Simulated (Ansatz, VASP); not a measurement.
**One calculation of Li3OF, two programs**

```
F O Li
1.0
     3.64381    0.00000    0.00000
     0.00000    3.64381    0.00000
     0.00000    0.00000    3.64381
F O Li
1 1 3
Cartesian
  0.0000 0.0000 0.0000
  1.8219 1.8219 1.8219
  1.8219 1.8219 0.0000
  1.8219 0.0000 1.8219
  0.0000 1.8219 1.8219
```

Alike in both runs: task single point; functional PBE; k mesh 6 × 6 × 6; no spin polarisation.

|  | VASP | Ansatz |
| --- | --- | --- |
| version | VASP 6.6.1 | Ansatz 0.2.0 |
| potentials or method | VASP PAW PBE potentials, release 64 (F, O, Li_sv) | plane waves, PAW |
| plane-wave cutoff (eV) | 520 | 420 |
| occupations | gaussian, width 0.01 eV | fixed |
| valence electrons in the cell | 22 | 22 |

|  | VASP | Ansatz | Ansatz less VASP |
| --- | --- | --- | --- |
| gap on the k mesh at the Fermi level (eV) | 4.94 | 4.95 | +0.001 |

Noted on VASP's run: the cutoff is short for stress, so the pressure is rough.
